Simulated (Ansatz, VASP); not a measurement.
MoS in VASP and in Ansatz

Contents of INCAR:

```
ALGO = Normal
EDIFF = 1E-6
EDIFFG = -0.01
ENCUT = 600
GGA = PE
IBRION = 2
ISIF = 3
ISMEAR = 0
LASPH = True
LCHARG = False
LREAL = False
LWAVE = False
NELM = 100
NSW = 100
PREC = Accurate
SIGMA = 0.1
```

File KPOINTS:

```
k-points
0
Gamma
  12 12 8
```

POSCAR

```
MoS
1.0
    3.2695122525      0.0000000000      0.0000000000
   -1.6347561262      2.8314806687      0.0000000000
    0.0000000000      0.0000000000      6.3298144931
Mo S
2 2
Direct
    0.0000000000      0.0000000000      0.0000000000
    0.0000000000      0.0000000000      0.5000000000
    0.3333333333      0.6666666667      0.2500000000
    0.6666666667      0.3333333333      0.7500000000
```

Input for Ansatz:

```yaml
crystal:
  lattice:
    - [3.2695122482, 0.0, 0.0]
    - [-1.6347561241, 2.831480665, 0.0]
    - [0.0, 0.0, 6.3298144613]
  atoms:
    - { symbol: Mo, position: [0.0, 0.0, 0.0] }
    - { symbol: Mo, position: [0.0, 0.0, 0.5] }
    - { symbol: S, position: [0.3333333333, 0.6666666667, 0.25] }
    - { symbol: S, position: [0.6666666667, 0.3333333333, 0.75] }
basis:
  ecutwfc: 420
kpoints:
  mp_grid: { grid: [12, 12, 8] }
hamiltonian:
  xc: pbe
scf:
  occupations: { method: gaussian, width: 0.1 }
output:
  forces: true
  stress: true
  eigenvalues: true
relax:
  adjacent_minimum: "off"
  f_tol: 0.01
  max_steps: 80
  cell: { stress_tol: 0.05 }
```

Alike in both runs: task relaxation of cell and atoms; functional PBE; k mesh 12 × 12 × 8; occupations gaussian, width 0.1 eV; no spin polarisation.

|  | VASP | Ansatz |
| --- | --- | --- |
| version | VASP 6.6.1 | Ansatz 0.2.0 |
| potentials or method | VASP PAW PBE potentials, release 64 (Mo_sv, S), cutoff 600 eV | scalar-relativistic, plane waves, PAW |
| valence electrons in the cell | 40 | 40 |

VASP gave:

```
gap on the k mesh at the Fermi level, each at its own relaxed structure (eV) : none
relaxed volume (Å³/atom)                                                     : 14.60
relaxed cell length with the largest relative difference (Å)                 : 6.460
```

Q: What did Ansatz give for the same quantities?

A: gap on the k mesh at the Fermi level, each at its own relaxed structure (eV): none; relaxed volume (Å³/atom): 14.60; relaxed cell length with the largest relative difference (Å): 6.456.

A gap of «none» marks a metal or a gap that the smearing closes.
